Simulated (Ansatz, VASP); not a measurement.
## One calculation of Pd, two programs

```
Pd
1.0
     0.00000    1.95000    1.95000
     1.95000    0.00000    1.95000
     1.95000    1.95000    0.00000
Pd
1
Cartesian
  0.0000 0.0000 0.0000
```

Alike in both runs: task single point; functional PBE; k mesh 5 × 5 × 5; occupations fermi-dirac, width 0.1 eV; no spin polarisation.

```csv
,VASP,Ansatz
version,VASP 6.6.1,Ansatz 0.2.0
potentials or method,"VASP PAW PBE potentials, release 64 (Pd), cutoff 500 eV","PAW, plane waves, scalar-relativistic"
valence electrons in the cell,10,18
```

VASP gave:

```
pressure (GPa) : 8.6
```

Q: Estimate Ansatz's values.

A: Pressure (GPa): 8.9.

With one functional, cell and mesh, what is left measures potentials, basis and numerics. VASP's potentials hold 10 valence electrons a cell and Ansatz's 18, so a difference there can come from the potentials and not from the codes.

The k mesh is coarse, so the values compare programs but aren't converged.
